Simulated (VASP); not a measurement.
# Co (Pm-3m) in VASP: notebook

The runs below take Co through single point, with LDA.

Everything below comes from runs of VASP 6.6.1. Logs are shortened: lines on timing, memory, paths and dates and some standing lists are left out, and cuts for length are marked.

### 1 The cell of the first run

Symmetry: Pm-3m, No. 221, cubic system. Conventional cell: a = 2.049 Å, b = 2.049 Å, c = 2.049 Å, α = 90.00°, β = 90.00°, γ = 90.00°. Within 2.7 Å of Co (site symmetry m-3m) lie 6 Co at 2.05 Å.

### 2 Single point, LDA, collinear spin, ferromagnetic start (volume scaled by 0.75)

The input, INCAR:

```
SYSTEM = Co
  PREC = Accurate
  ENCUT = 520
  EDIFF = 1E-6
  ISMEAR = -1
  SIGMA = 0.05
  LREAL = .False.
  LASPH = .True.
  NELM = 150
  ALGO = Normal
  ISIF = 2
  LWAVE = .False.
  LCHARG = .False.
  ISPIN = 2
  MAGMOM = 1.7
  LORBIT = 11
  LMAXMIX = 4
  NBANDS = 14
```

The input, KPOINTS:

```
regular mesh
0
Gamma
  17 17 17
  0 0 0
```

The input, POSCAR:

```
Co
1.0
    2.0491915097      0.0000000000      0.0000000000
    0.0000000000      2.0491915097      0.0000000000
    0.0000000000      0.0000000000      2.0491915097
Co
1
Direct
    0.0000000000      0.0000000000      0.0000000000
```

Potentials or basis: VASP PAW LDA potentials, release 64 (Co).

Run with:

```bash
$ cat potpaw_LDA.64/Co/POTCAR > POTCAR
$ mpirun -np 1 vasp_std > vasp.out
```

OUTCAR:

```text
SYSTEM = Co
   PREC = Accurate
   ENCUT = 520
   EDIFF = 1E-6
   ISMEAR = -1
   LREAL = .False.
   LASPH = .True.
   NELM = 150
   ISIF = 2
   ISPIN = 2
   LORBIT = 11

 ion  position               nearest neighbor table
   1  0.000  0.000  0.000-

  LATTYP: Found a simple cubic cell.
 ALAT       =     2.0491915097

  Lattice vectors:

 A1 = (   2.0491915097,   0.0000000000,   0.0000000000)
 A2 = (   0.0000000000,   2.0491915097,   0.0000000000)
 A3 = (   0.0000000000,   0.0000000000,   2.0491915097)

Analysis of symmetry for initial positions (statically):
=====================================================================
 Subroutine PRICEL returns:
 Original cell was already a primitive cell.

 Routine SETGRP: Setting up the symmetry group for a
 simple cubic supercell.

 Subroutine GETGRP returns: Found 48 space group operations
 (whereof 48 operations were pure point group operations)
 out of a pool of 48 trial point group operations.

The static configuration has the point symmetry O_h .

Analysis of symmetry for dynamics (positions and initial velocities):
=====================================================================
 Subroutine PRICEL returns:
 Original cell was already a primitive cell.

 Routine SETGRP: Setting up the symmetry group for a
 simple cubic supercell.

 Subroutine GETGRP returns: Found 48 space group operations
 (whereof 48 operations were pure point group operations)
 out of a pool of 48 trial point group operations.

The dynamic configuration has the point symmetry O_h .

Analysis of structural, dynamic, and magnetic symmetry:
=====================================================================
 Subroutine PRICEL returns:
 Original cell was already a primitive cell.

 Routine SETGRP: Setting up the symmetry group for a
 simple cubic supercell.

 Subroutine GETGRP returns: Found 48 space group operations
 (whereof 48 operations were pure point group operations)
 out of a pool of 48 trial point group operations.

The overall configuration has the point symmetry O_h .

 Subroutine INISYM returns: Found 48 space group operations
 (whereof 48 operations are pure point group operations),
 and found     1 'primitive' translations

----------------------------------------------------------------------------------------

                                     Primitive cell

  volume of cell :       8.6049

  direct lattice vectors                    reciprocal lattice vectors
     2.049191510  0.000000000  0.000000000     0.487997337  0.000000000  0.000000000
     0.000000000  2.049191510  0.000000000     0.000000000  0.487997337  0.000000000
     0.000000000  0.000000000  2.049191510     0.000000000  0.000000000  0.487997337

  length of vectors
     2.049191510  2.049191510  2.049191510     0.487997337  0.487997337  0.487997337

  position of ions in fractional coordinates (direct lattice)
[... 121 lines left out ...]
  free energy    TOTEN  =        -6.61774639 eV

  energy without entropy =       -6.60308053  energy(sigma->0) =       -6.61041346

 E-fermi :  14.0926     XC(G=0): -15.0341

 val. band max:       14.0913181418   @ k =   0.2353   0.2353   0.1176
 cond. band min:      14.1019748518   @ k =   0.2353   0.1765   0.1176
 fundamental gap:      0.0106567100
 Fermi energy:        14.0926357715

 spin component 1

 k-point     1 :       0.0000    0.0000    0.0000
  band No.  band energies     occupation
      1       3.6908      1.00000
      2       8.4132      1.00000
      3       8.4132      1.00000
      4      14.8875      0.00000
      5      14.8875      0.00000
      6      14.8875      0.00000
      7      38.5873      0.00000
      8      38.5873      0.00000
      9      38.5873      0.00000
     10      43.9530      0.00000
     11      43.9530      0.00000
     12      49.3941      0.00000
     13      53.5107      0.00000
     14      62.9023      0.00000
[... 379 lines left out ...]
      3      10.4558      1.00000
      4      12.7652      1.00000
      5      14.4917      0.00034
      6      14.8096      0.00000
      7      21.5185      0.00000
      8      39.5437      0.00000
      9      44.6596      0.00000
     10      45.6168      0.00000
     11      49.1772      0.00000
     12      51.4091      0.00000
     13      52.3038      0.00000
     14      55.0701      0.00000

 [... further k-points ...]

 spin component 2

 k-point     1 :       0.0000    0.0000    0.0000
  band No.  band energies     occupation
      1       3.6912      1.00000
      2       8.4143      1.00000
      3       8.4143      1.00000
      4      14.8897      0.00000
      5      14.8897      0.00000
      6      14.8897      0.00000
      7      38.5879      0.00000
      8      38.5879      0.00000
      9      38.5879      0.00000
     10      43.9536      0.00000
     11      43.9536      0.00000
     12      49.3953      0.00000
     13      53.5139      0.00000
     14      62.9029      0.00000
[... 379 lines left out ...]
      3      10.4570      1.00000
      4      12.7672      1.00000
      5      14.4928      0.00033
      6      14.8118      0.00000
      7      21.5196      0.00000
      8      39.5442      0.00000
      9      44.6601      0.00000
     10      45.6175      0.00000
     11      49.1779      0.00000
     12      51.4097      0.00000
     13      52.3076      0.00000
     14      55.0707      0.00000

 [... further k-points ...]

------------------------ aborting loop because EDIFF is reached ----------------------------------------

  FORCE on cell =-STRESS in cart. coord.  units (eV):
  Direction    XX          YY          ZZ          XY          YZ          ZX
  --------------------------------------------------------------------------------------
  -------------------------------------------------------------------------------------
  Total        5.0877486      5.0877486      5.0877486      0.0000000      0.0000000      0.0000000
  in kB      947.3022772    947.3022772    947.3022772      0.0000000      0.0000000      0.0000000
  external PRESSURE =     947.3022772 kB  Pullay stress =       0.0000000 kB

 VOLUME and BASIS-vectors are now :
 -----------------------------------------------------------------------------
  energy-cutoff  :      520.00
  volume of cell :        8.60
      direct lattice vectors                 reciprocal lattice vectors
     2.049191510  0.000000000  0.000000000     0.487997337  0.000000000  0.000000000
     0.000000000  2.049191510  0.000000000     0.000000000  0.487997337  0.000000000
     0.000000000  0.000000000  2.049191510     0.000000000  0.000000000  0.487997337

 POSITION                                       TOTAL-FORCE (eV/Angst)
 -----------------------------------------------------------------------------------
      0.00000      0.00000      0.00000         0.000000      0.000000      0.000000
 -----------------------------------------------------------------------------------
    total drift:                               -0.000000     -0.000000      0.000000

  FREE ENERGIE OF THE ION-ELECTRON SYSTEM (eV)
  ---------------------------------------------------
  free  energy   TOTEN  =        -6.6177463853 eV

  energy  without entropy=       -6.6030805261  energy(sigma->0) =       -6.61041346

 total charge

# of ion       s       p       d       tot
------------------------------------------
    1        0.656   0.697   7.711   9.064

 magnetization (x)

# of ion       s       p       d       tot
------------------------------------------
    1        0.000   0.000   0.002   0.002
```

OSZICAR:

```text
N       E                     dE             d eps       ncg     rms          rms(c)
DAV:   1     0.293303238317E+02    0.29330E+02   -0.37119E+03  9780   0.811E+02
DAV:   2    -0.595361474093E+01   -0.35284E+02   -0.33020E+02 10008   0.155E+02
DAV:   3    -0.713546286095E+01   -0.11818E+01   -0.11717E+01 11702   0.293E+01
DAV:   4    -0.714135583565E+01   -0.58930E-02   -0.58922E-02 10966   0.198E+00
DAV:   5    -0.714140085596E+01   -0.45020E-04   -0.45019E-04 11678   0.171E-01    0.144E+01
DAV:   6    -0.667327158730E+01    0.46813E+00   -0.35557E+00 11982   0.239E+01    0.504E+00
DAV:   7    -0.661974634133E+01    0.53525E-01   -0.22097E-01 10824   0.630E+00    0.322E+00
DAV:   8    -0.660530980012E+01    0.14437E-01   -0.24753E-02 12378   0.113E+00    0.483E-01
DAV:   9    -0.660771444585E+01   -0.24046E-02   -0.10641E-03 12236   0.308E-01    0.602E-01
DAV:  10    -0.660873847602E+01   -0.10240E-02   -0.14274E-04 12514   0.128E-01    0.603E-01
DAV:  11    -0.661564176879E+01   -0.69033E-02   -0.10333E-02 11838   0.113E+00    0.352E-01
DAV:  12    -0.661736984136E+01   -0.17281E-02   -0.33530E-03 12120   0.623E-01    0.109E-01
DAV:  13    -0.661758916958E+01   -0.21933E-03   -0.31332E-04 13536   0.186E-01    0.798E-02
DAV:  14    -0.661767319902E+01   -0.84029E-04   -0.10889E-04 12290   0.116E-01    0.441E-02
DAV:  15    -0.661773280619E+01   -0.59607E-04   -0.16483E-04 11970   0.141E-01    0.207E-02
DAV:  16    -0.661774626828E+01   -0.13462E-04   -0.84979E-05 12208   0.102E-01    0.458E-03
DAV:  17    -0.661774638529E+01   -0.11701E-06   -0.15546E-06  9034   0.112E-02
   1 F= -.66177464E+01 E0= -.66104135E+01  d E =-.146659E-01  mag=     0.0004
```

stdout:

```text
POSCAR found type information on POSCAR Co
 POSCAR found :  1 types and       1 ions
 scaLAPACK will be used
 LDA part: xc-table for (Slater(with rela. corr.)+CA(PZ))
 , standard interpolation
 POSCAR, INCAR and KPOINTS ok, starting setup
 FFT: planning ... GRIDC
 FFT: planning ... GRID_SOFT
 FFT: planning ... GRID
 WAVECAR not read
 entering main loop
```

It took 19 s on 1 thread of Intel Xeon Platinum 8488C (Sapphire Rapids), shared host; peak memory 0.14 GiB.

What came out:

```
Free energy : -6.6177 eV
Pressure    : 94.7 GPa
Net moment  : 0.00 μB per cell
```

Caveat: the starting moments collapsed, and a magnetic state may lie lower.

### 3 Single point, LDA, collinear spin, ferromagnetic start (volume scaled by 0.85)

The input, INCAR:

```
ALGO = Normal
EDIFF = 1E-6
ENCUT = 520
ISIF = 2
ISMEAR = -1
ISPIN = 2
LASPH = T
LCHARG = F
LMAXMIX = 4
LORBIT = 11
LREAL = F
LWAVE = F
MAGMOM = 1.7
NBANDS = 14
NELM = 150
PREC = Accurate
SIGMA = 0.05
```

The input, KPOINTS:

```
k-points
0
Gamma
  17 17 17
```

The input, POSCAR:

```
Co
1.0
    2.1364944481      0.0000000000      0.0000000000
    0.0000000000      2.1364944481      0.0000000000
    0.0000000000      0.0000000000      2.1364944481
Co
1
Direct
    0.0000000000      0.0000000000      0.0000000000
```

Potentials or basis: VASP PAW LDA potentials, release 64 (Co).

Run with:

```bash
$ cat potpaw_LDA.64/Co/POTCAR > POTCAR
$ mpirun -np 1 vasp_std > vasp.out
```

Run time: 13 s. Hardware: 1 thread of Intel Xeon Platinum 8488C (Sapphire Rapids), shared host; peak memory 0.14 GiB.

The run converged. Its results:

```yaml
Free_energy: -7.0783 eV
Pressure: 42.5 GPa
Net_moment: 1.21 μB per cell
Site_moments: Co +1.20 μB
Valence_electrons_inside_the_program's_atomic_spheres: Co 8.73
```

Levels at points of the mesh, in eV from the Fermi level:
Spin up:
```csv
k point,band 2,band 3,band 4,band 5,band 6,band 7,band 8,band 9
"(0.00, 0.00, 0.00)",-5.26,-5.26,-0.07,-0.07,-0.07,22.54,22.54,22.54
```
Spin down:
```csv
k point,band 1,band 2,band 3,band 4,band 5,band 6,band 7,band 8
"(0.00, 0.00, 0.00)",-9.48,-4.43,-4.43,1.30,1.30,1.30,22.85,22.85
```

### 4 Single point, LDA, collinear spin, ferromagnetic start (volume scaled by 0.85)

The input, INCAR:

```
SYSTEM = Co
  PREC = Accurate
  ENCUT = 520
  EDIFF = 1E-7
  ISMEAR = -1
  SIGMA = 0.05
  LREAL = .FALSE.
  LASPH = .TRUE.
  NELM = 150
  ALGO = Normal
  ISIF = 2
  LWAVE = .FALSE.
  LCHARG = .TRUE.
  ISPIN = 2
  MAGMOM = 1.7
  LORBIT = 11
  LMAXMIX = 4
  GGA = CA
  LELF = .TRUE.
  LVHAR = .TRUE.
  NBANDS = 14
```

The input, KPOINTS:

```
regular mesh
0
G
  17 17 17
  0 0 0
```

POSCAR is that of step 3.

Run with:

```bash
$ cat potpaw_LDA.64/Co/POTCAR > POTCAR
$ mpirun -np 1 vasp_std > vasp.out
```

It took 16 s on 1 thread of Intel Xeon Platinum 8488C (Sapphire Rapids), shared host; peak memory 0.14 GiB.

Results (log left out):

```yaml
Free_energy: -7.0783 eV
Pressure: 42.5 GPa
Net_moment: 1.21 μB per cell
Site_moments: Co +1.20 μB
Valence_electrons_inside_the_program's_atomic_spheres: Co 8.73
```

Levels at points of the mesh, in eV from the Fermi level:
Spin up:
| k point | band 1 | band 2 | band 3 | band 4 | band 5 | band 6 | band 7 | band 8 | band 9 | band 10 |
| --- | --- | --- | --- | --- | --- | --- | --- | --- | --- | --- |
| (0.00, 0.00, 0.00) | -9.70 | -5.26 | -5.26 | -0.07 | -0.07 | -0.07 | 22.54 | 22.54 | 22.54 | 27.33 |
Spin down:
```csv
k point,band 1,band 2,band 3,band 4,band 5,band 6,band 7,band 8
"(0.00, 0.00, 0.00)",-9.48,-4.43,-4.43,1.30,1.30,1.30,22.85,22.85
```
